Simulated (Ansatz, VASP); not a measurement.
**Ru in VASP and in Ansatz**

```
Ru
1.0
     2.70580    0.00000    0.00000
    -1.35290    2.34329    0.00000
     0.00000    0.00000    4.28190
Ru
2
Direct
  0.66667 0.33333 0.75000
  0.33333 0.66667 0.25000
```

Alike in both runs: task single point; functional PBE; k mesh 11 × 11 × 6; occupations gaussian, width 0.014 eV; no spin polarisation.

|  | VASP | Ansatz |
| --- | --- | --- |
| version | VASP 6.6.1 | Ansatz 0.2.0 |
| potentials or method | VASP PAW PBE potentials, release 64 (Ru_pv) | Ansatz PAW |
| plane-wave cutoff (eV) | 520 | 420 |
| valence electrons in the cell | 28 | 32 |

|  | VASP | Ansatz | Ansatz less VASP |
| --- | --- | --- | --- |
| gap on the k mesh at the Fermi level (eV) | none | none | - |
| pressure (GPa) | 4.4 | 4.5 | +0.08 |
| traceless stress, the component that is largest in VASP (GPa) | 0.08 | 0.05 | -0.025 |

A gap of «none» marks a metal or a gap that the smearing closes. VASP's potentials hold 28 valence electrons a cell and Ansatz's 32, so a difference there can come from the potentials and not from the codes.
